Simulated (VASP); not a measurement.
# TaN (P-6m2) in VASP: a series of runs, part 2 of 2

VASP 6.6.1. Earlier steps stand in the parts before.

**4. Single point, PBEsol**

This run uses another cell than the first one, of 10.34 Å³/atom, 1.091 times its volume.

Input file INCAR:

```
SYSTEM = TaN
  PREC = Accurate
  ENCUT = 520
  EDIFF = 1E-6
  ISMEAR = -1
  SIGMA = 0.1
  LREAL = .FALSE.
  LASPH = .TRUE.
  NELM = 100
  ALGO = Normal
  ISIF = 2
  LWAVE = .FALSE.
  LCHARG = .FALSE.
  GGA = PS
  NBANDS = 15
```

Input file KPOINTS:

```
regular mesh
0
G
  9 9 8
  0 0 0
```

Input file POSCAR:

```
TaN
1.0
    2.8982924298      0.0000000000      0.0000000000
   -1.4491462149      2.5099952305      0.0000000000
    0.0000000000      0.0000000000      2.8440357641
Ta N
1 1
Direct
    0.3333333333      0.6666666667      0.5000000000
    0.0000000000      0.0000000000      0.0000000000
```

Potentials or basis: VASP PAW PBE potentials, release 64 (Ta_pv, N).

Started as:

```console
> cat potpaw_PBE.64/Ta_pv/POTCAR potpaw_PBE.64/N/POTCAR > POTCAR
> mpirun -np 1 vasp_std > vasp.out
```

OUTCAR:

```text
SYSTEM = TaN
   PREC = Accurate
   ENCUT = 520
   EDIFF = 1E-6
   ISMEAR = -1
   LREAL = .FALSE.
   LASPH = .TRUE.
   NELM = 100
   ISIF = 2
   GGA = PS

 ion  position               nearest neighbor table
   1  0.333  0.667  0.500-   2 2.20   2 2.20   2 2.20   2 2.20   2 2.20   2 2.20
   2  0.000  0.000  0.000-   1 2.20   1 2.20   1 2.20   1 2.20   1 2.20   1 2.20

  LATTYP: Found a hexagonal cell.
 ALAT       =     2.8982924298
 C/A-ratio  =     0.9812797821

  Lattice vectors:

 A1 = (   2.8982924298,   0.0000000000,   0.0000000000)
 A2 = (  -1.4491462149,   2.5099952305,   0.0000000000)
 A3 = (   0.0000000000,   0.0000000000,   2.8440357641)

Analysis of symmetry for initial positions (statically):
=====================================================================
 Subroutine PRICEL returns:
 Original cell was already a primitive cell.

 Routine SETGRP: Setting up the symmetry group for a
 hexagonal supercell.

 Subroutine GETGRP returns: Found 12 space group operations
 (whereof 12 operations were pure point group operations)
 out of a pool of 24 trial point group operations.

The static configuration has the point symmetry D_3h.

Analysis of symmetry for dynamics (positions and initial velocities):
=====================================================================
 Subroutine PRICEL returns:
 Original cell was already a primitive cell.

 Routine SETGRP: Setting up the symmetry group for a
 hexagonal supercell.

 Subroutine GETGRP returns: Found 12 space group operations
 (whereof 12 operations were pure point group operations)
 out of a pool of 24 trial point group operations.

The dynamic configuration has the point symmetry D_3h.

 Subroutine INISYM returns: Found 12 space group operations
 (whereof 12 operations are pure point group operations),
 and found     1 'primitive' translations

----------------------------------------------------------------------------------------

                                     Primitive cell

  volume of cell :      20.6895

  direct lattice vectors                    reciprocal lattice vectors
     2.898292430  0.000000000  0.000000000     0.345030746  0.199203566  0.000000000
    -1.449146215  2.509995230  0.000000000     0.000000000  0.398407132  0.000000000
     0.000000000  0.000000000  2.844035764     0.000000000  0.000000000  0.351613019

  length of vectors
     2.898292430  2.898292740  2.844035764     0.398407174  0.398407132  0.351613019

  position of ions in fractional coordinates (direct lattice)
     0.333333333  0.666666667  0.500000000
     0.000000000  0.000000000  0.000000000

  ion indices of the primitive-cell ions
   primitive index   ion index
                 1           1
                 2           2

----------------------------------------------------------------------------------------

 KPOINTS: regular mesh

Automatic generation of k-mesh.
 Grid dimensions read from file:
 generate k-points for:    9    9    8

 Generating k-lattice:

  Cartesian coordinates                     Fractional coordinates (reciprocal lattice)
     0.038336750  0.022133730  0.000000000     0.111111111  0.000000000  0.000000000
     0.000000000  0.044267459  0.000000000     0.000000000  0.111111111  0.000000000
     0.000000000  0.000000000  0.043951627     0.000000000  0.000000000  0.125000000

  Length of vectors
     0.044267464  0.044267459  0.043951627

  Shift w.r.t. Gamma in fractional coordinates (k-lattice)
     0.000000000  0.000000000  0.000000000

 Subroutine IBZKPT returns following result:
 ===========================================

 Found     60 irreducible k-points:

 Following reciprocal coordinates:
            Coordinates               Weight
  0.000000  0.000000  0.000000      1.000000
  0.111111  0.000000  0.000000      6.000000
  0.222222  0.000000  0.000000      6.000000
  0.333333  0.000000  0.000000      6.000000
  0.444444  0.000000  0.000000      6.000000
  0.111111  0.111111  0.000000      6.000000
[... 16 lines left out ...]
  0.333333  0.222222  0.125000     24.000000
  0.333333  0.333333  0.125000      4.000000
 [... further k-points ...]
   k-points           NKPTS =     60   k-points in BZ     NKDIM =     60   number of bands    NBANDS=     15
   number of dos      NEDOS =    301   number of ions     NIONS =      2
   total plane-waves  NPLWV =  13824
   dimension x,y,z NGX =    24 NGY =   24 NGZ =   24
   dimension x,y,z NGXF=    48 NGYF=   48 NGZF=   48
   ions per type =               1   1
   NGX,Y,Z   is equivalent  to a cutoff of  13.77, 13.77, 14.03 a.u.
   NGXF,Y,Z  is equivalent  to a cutoff of  27.53, 27.53, 28.06 a.u.
 SYSTEM =  TaN
   PREC   = accura    normal or accurate (medium, high low for compatibility)
   ISTART =      0    job   : 0-new  1-cont  2-samecut
   ICHARG =      2    charge: 1-file 2-atom 10-const
   ISPIN  =      1    spin polarized calculation?
   LNONCOLLINEAR =      F non collinear calculations
   LSORBIT =      F    spin-orbit coupling
   LASPH  =      T    aspherical Exc in radial PAW
   ENCUT  =  520.0 eV  38.22 Ry    6.18 a.u.   5.39  5.39  5.29*2*pi/ulx,y,z
   NELM   =    100;   NELMIN=  2; NELMDL= -5     # of ELM steps
   EDIFF  = 0.1E-05   stopping-criterion for ELM
   LREAL  =      F    real-space projection
   EDIFFG = 0.1E-04   stopping-criterion for IOM
   NSW    =      0    number of steps for IOM
   IBRION =     -1    ionic relax: 0-MD 1-quasi-New 2-CG
   NFREE  =      0    steps in history (QN), initial steepest desc. (CG)
   ISIF   =      2    stress and relaxation
   ISYM   =      2    0-nonsym 1-usesym 2-fastsym
   POTIM  = 0.5000    time-step for ionic-motion
   TEBEG  =    0.0;   TEEND  =   0.0 temperature during run
   PSTRESS=    0.0 pullay stress
   NELECT =      16.0000    total number of electrons
   NUPDOWN=      -1.0000    fix difference up-down
   EMIN   =  10.00;   EMAX   =-10.00  energy-range for DOS
   EFERMI =   0.00;   METHOD = LEGACY
   ISMEAR =    -1;   SIGMA  =   0.10  broadening in eV -4-tet -1-fermi 0-gaus
   EFERMI_NEDOS =   21; number of points for ismear=-14 and -15
   IALGO  =     38    algorithm
   IMIX   =      4    mixing-type and parameters
     AMIX     =   0.40;   BMIX     =  1.00
     AMIX_MAG =   1.60;   BMIX_MAG =  1.00
  volume/ion in A,a.u.               =      10.34        69.81
  Fermi-wavevector in a.u.,A,eV,Ry     =   1.502674  2.839642 30.722352  2.258029
  Thomas-Fermi vector in A             =   2.613884
   LORBIT       =      0    0 simple, 1 ext, 2 COOP (PROOUT), +10 PAW based schemes
   GGA     = PS    functional components
   LHFCALC =     F    Hartree Fock is set to
   AEXX    =    0.0000 exact exchange contribution
   IVDW    =     0    specifies the selected vdW correction
   LEPSILON=     F    determine dielectric tensor
   LRPA    =     F    only Hartree local field effects (RPA)
 non-spin polarized calculation
  energy-cutoff  :      520.00
  volume of cell :       20.69
 maximum number of plane-waves:       575
 NGX is ok and might be reduce to    24
   NGX = 11   NGY = 11   NGZ = 11

 number of electron      15.9999999 magnetization

 Free energy of the ion-electron system (eV)
  ---------------------------------------------------
  ext. energy  EPLUGINS =         0.00000000
  ---------------------------------------------------
  free energy    TOTEN  =       -23.78569375 eV

  energy without entropy =      -23.78267632  energy(sigma->0) =      -23.78418503

 E-fermi :   8.5843     XC(G=0): -13.7294

 val. band max:        8.5619263273   @ k =   0.0000   0.0000   0.3750
 cond. band min:       8.6704324525   @ k =   0.3333   0.3333   0.0000
 fundamental gap:      0.1085061252
 Fermi energy:         8.5843133186

 k-point     1 :       0.0000    0.0000    0.0000
  band No.  band energies     occupation
      1     -26.1345      2.00000
      2     -25.8474      2.00000
      3     -25.8474      2.00000
      4      -9.5259      2.00000
      5       3.7777      2.00000
      6       3.7777      2.00000
      7       4.1038      2.00000
      8       5.5697      2.00000
      9      11.0498      0.00000
     10      12.3152      0.00000
     11      12.3152      0.00000
     12      12.7438      0.00000
     13      12.7438      0.00000
     14      21.7997      0.00000
     15      22.1650      0.00000
[... 397 lines left out ...]
 k-point    24 :       0.3333    0.3333    0.1250
  band No.  band energies     occupation
      1     -26.7242      2.00000
      2     -26.6037      2.00000
      3     -26.0849      2.00000
      4      -6.7165      2.00000
      5       1.2376      2.00000
      6       2.1371      2.00000
      7       2.8470      2.00000
      8       8.0884      1.98607
      9      10.5253      0.00000
     10      11.0670      0.00000
     11      11.8269      0.00000
     12      16.0650      0.00000
     13      20.7908      0.00000
     14      22.0920      0.00000
     15      22.9180      0.00000

 [... further k-points ...]
[... 5 lines left out ...]
  --------------------------------------------------------------------------------------
  -------------------------------------------------------------------------------------
  Total        1.3846213      1.3846217      1.6514951      0.0000000      0.0000000      0.0000000
  in kB      107.2238628    107.2238934    127.8903366      0.0000000      0.0000000      0.0000000
  external PRESSURE =     114.1126976 kB  Pullay stress =       0.0000000 kB

 VOLUME and BASIS-vectors are now :
 -----------------------------------------------------------------------------
  energy-cutoff  :      520.00
  volume of cell :       20.69
      direct lattice vectors                 reciprocal lattice vectors
     2.898292430  0.000000000  0.000000000     0.345030746  0.199203566  0.000000000
    -1.449146215  2.509995230  0.000000000     0.000000000  0.398407132  0.000000000
     0.000000000  0.000000000  2.844035764     0.000000000  0.000000000  0.351613019

 POSITION                                       TOTAL-FORCE (eV/Angst)
 -----------------------------------------------------------------------------------
     -0.00000      1.67333      1.42202        -0.000000      0.000000      0.000000
      0.00000      0.00000      0.00000         0.000000      0.000000      0.000000
 -----------------------------------------------------------------------------------
    total drift:                                0.000000      0.000005     -0.000000

  FREE ENERGIE OF THE ION-ELECTRON SYSTEM (eV)
  ---------------------------------------------------
  free  energy   TOTEN  =       -23.7856937461 eV

  energy  without entropy=      -23.7826763216  energy(sigma->0) =      -23.78418503
```

OSZICAR:

```text
N       E                     dE             d eps       ncg     rms          rms(c)
DAV:   1     0.905552646381E+02    0.90555E+02   -0.87250E+03  1800   0.114E+03
DAV:   2    -0.234250967684E+02   -0.11398E+03   -0.10714E+03  2199   0.309E+02
DAV:   3    -0.260814434698E+02   -0.26563E+01   -0.26429E+01  2010   0.443E+01
DAV:   4    -0.260917968629E+02   -0.10353E-01   -0.10350E-01  2374   0.291E+00
DAV:   5    -0.260918558324E+02   -0.58969E-04   -0.58967E-04  2024   0.208E-01    0.258E+01
DAV:   6    -0.238695265965E+02    0.22223E+01   -0.34356E+00  2297   0.224E+01    0.112E+01
DAV:   7    -0.238196548369E+02    0.49872E-01   -0.57765E-01  1968   0.574E+00    0.744E+00
DAV:   8    -0.237931355050E+02    0.26519E-01   -0.12942E-01  2206   0.299E+00    0.154E+00
DAV:   9    -0.237857880153E+02    0.73475E-02   -0.14531E-02  2031   0.100E+00    0.174E-01
DAV:  10    -0.237857717134E+02    0.16302E-04   -0.10721E-03  2213   0.385E-01    0.878E-02
DAV:  11    -0.237856930162E+02    0.78697E-04   -0.10570E-04  2122   0.110E-01    0.913E-03
DAV:  12    -0.237856938026E+02   -0.78636E-06   -0.12827E-05  1912   0.324E-02    0.545E-03
DAV:  13    -0.237856937461E+02    0.56448E-07   -0.36278E-08   984   0.186E-03
   1 F= -.23785694E+02 E0= -.23784185E+02  d E =-.301742E-02
```

It took 20 s on 1 thread of Intel Xeon 8259CL, shared host; peak memory 0.15 GiB.

What came out:

- Free energy: -23.7857 eV
- Pressure: 11.4 GPa
- Band gap on the k mesh: zero (band 8 reaches 8.67 eV, above the bottom of band 9 at 8.41 eV)

Stress tensor (GPa, compression positive):
```
10.72  0.00  0.00
 0.00 10.72  0.00
 0.00  0.00 12.79
```

Levels at points of the mesh, in eV from the Fermi level:
```csv
k point,band 6,band 7,band 8,band 9,band 10,band 11
"(0.00, 0.00, 0.00)",-4.81,-4.48,-3.01,2.47,3.73,3.73
"(0.00, 0.00, 0.50)",-3.95,-3.95,-0.18,-0.18,2.50,3.36
```

Caveat: the PAW data sets were made with another functional, which shifts forces and pressure a little; spin-orbit coupling is left out, which moves the levels of the heavy elements.

**5. Single point, PBEsol**

This run uses another cell than the first one, of 10.78 Å³/atom, 1.136 times its volume.

Input file INCAR:

```
ALGO = Normal
EDIFF = 1E-6
ENCUT = 520
GGA = PS
ISIF = 2
ISMEAR = -1
LASPH = T
LCHARG = F
LREAL = F
LWAVE = F
NBANDS = 15
NELM = 80
PREC = Accurate
SIGMA = 0.1
```

Input file KPOINTS:

```
k-points
0
Gamma
  9 9 8
```

Input file POSCAR:

```
TaN
1.0
    2.9380000000      0.0000000000      0.0000000000
   -1.4690000000      2.5443830000      0.0000000000
    0.0000000000      0.0000000000      2.8830000000
Ta N
1 1
Direct
    0.3333333333      0.6666666667      0.5000000000
    0.0000000000      0.0000000000      0.0000000000
```

Started as:

```console
> cat potpaw_PBE.64/Ta_pv/POTCAR potpaw_PBE.64/N/POTCAR > POTCAR
> mpirun -np 1 vasp_std > vasp.out
```

It took 18 s on 1 thread of Intel Xeon 8259CL, shared host; peak memory 0.15 GiB.

The run converged. Its results:

```yaml
Free_energy: -23.8047 eV
Pressure: -4.1 GPa
Band_gap_on_the_k_mesh: zero (band 8 reaches 8.23 eV, above the bottom of band 9 at 7.99 eV)
```

Stress tensor (GPa, compression positive):
```
-4.15  0.00  0.00
 0.00 -4.15  0.00
 0.00  0.00 -3.94
```

Levels at points of the mesh, in eV from the Fermi level:
| k point | band 4 | band 5 | band 6 | band 7 | band 8 | band 9 | band 10 | band 11 | band 12 | band 13 |
| --- | --- | --- | --- | --- | --- | --- | --- | --- | --- | --- |
| (0.00, 0.00, 0.00) | -17.79 | -4.62 | -4.62 | -4.28 | -2.97 | 2.16 | 3.54 | 3.54 | 3.92 | 3.92 |
| (0.00, 0.00, 0.50) | -15.10 | -9.44 | -3.80 | -3.80 | -0.16 | -0.16 | 2.38 | 3.24 | 3.24 | 8.08 |

Caveat: the PAW data sets were made with another functional, which shifts forces and pressure a little; spin-orbit coupling is left out, which moves the levels of the heavy elements.

**6. Single point, PBEsol**

This run uses another cell than the first one, of 11.21 Å³/atom, 1.182 times its volume.

Input file INCAR:

```
SYSTEM = TaN
PREC     = Accurate       ! precision mode
ENCUT    = 520            ! plane-wave cutoff, eV
EDIFF    = 1E-7           ! SCF threshold, eV
ISMEAR   = -1             ! smearing method
SIGMA    = 0.1            ! smearing width, eV
LREAL    = .FALSE.        ! projectors in reciprocal space
LASPH    = .TRUE.         ! aspherical terms in the spheres
NELM     = 60             ! most SCF steps
ALGO     = Normal         ! electronic algorithm
ISIF     = 2              ! what is computed and relaxed
LWAVE    = .FALSE.        ! write WAVECAR
LCHARG   = .TRUE.         ! write CHGCAR
GGA      = PS             ! functional
LELF     = .TRUE.         ! ELF
LVHAR    = .TRUE.       
NBANDS   = 15             ! bands
```

Input file KPOINTS:

```
regular mesh
0
G
  9 9 8
  0 0 0
```

Input file POSCAR:

```
TaN
1.0
    2.9766623284      0.0000000000      0.0000000000
   -1.4883311642      2.5778655634      0.0000000000
    0.0000000000      0.0000000000      2.9209385612
Ta N
1 1
Direct
    0.3333333333      0.6666666667      0.5000000000
    0.0000000000      0.0000000000      0.0000000000
```

Potentials or basis: VASP PAW PBE potentials, release 64 (Ta_pv, N).

Started as:

```console
> cat potpaw_PBE.64/Ta_pv/POTCAR potpaw_PBE.64/N/POTCAR > POTCAR
> mpirun -np 1 vasp_std > vasp.out
```

Wall time 24 s (1 thread of Intel Xeon 8259CL, shared host); peak memory 0.15 GiB.

Results (log left out):

```
Free energy            : -23.7486 eV
Pressure               : -16.6 GPa
Band gap on the k mesh : zero (band 8 reaches 7.82 eV, above the bottom of band 9 at 7.59 eV)
```

Stress tensor (GPa, compression positive):
```
-16.12   0.00   0.00
  0.00 -16.12   0.00
  0.00   0.00 -17.42
```

Levels at points of the mesh, in eV from the Fermi level:
| k point | band 5 | band 6 | band 7 | band 8 | band 9 | band 10 | band 11 | band 12 |
| --- | --- | --- | --- | --- | --- | --- | --- | --- |
| (0.00, 0.00, 0.00) | -4.44 | -4.44 | -4.10 | -2.91 | 1.87 | 3.37 | 3.37 | 3.70 |
| (0.00, 0.00, 0.50) | -9.19 | -3.66 | -3.66 | -0.15 | -0.15 | 2.27 | 3.13 | 3.13 |

Caveat: the PAW data sets were made with another functional, which shifts forces and pressure a little; spin-orbit coupling is left out, which moves the levels of the heavy elements.

**7. Summary**

| cell | gap on the mesh (eV) | pressure (GPa) |
| --- | --- | --- |
| a = 2.815, b = 2.815, c = 2.763 Å, angles 90.0, 90.0, 120.0°, 2 atoms | none | 54.6 |
| a = 2.857, b = 2.857, c = 2.804 Å, angles 90.0, 90.0, 120.0°, 2 atoms | none | 30.7 |
| a = 2.898, b = 2.898, c = 2.844 Å, angles 90.0, 90.0, 120.0°, 2 atoms | none | 11.4 |
| a = 2.938, b = 2.938, c = 2.883 Å, angles 90.0, 90.0, 120.0°, 2 atoms | none | -4.1 |
| a = 2.977, b = 2.977, c = 2.921 Å, angles 90.0, 90.0, 120.0°, 2 atoms | none | -16.6 |

Alike in all rows: task single point; level PBEsol; potentials or basis VASP PAW PBE potentials, release 64 (Ta_pv, N); no spin polarisation; k mesh 9 × 9 × 8; cutoff (eV) 520; smearing fermi-dirac 0.1 eV.

Caveats: the PAW data sets were made with another functional, which shifts forces and pressure a little; spin-orbit coupling is left out, which moves the levels of the heavy elements.

Absolute energies hang on the potentials; compare differences alone.
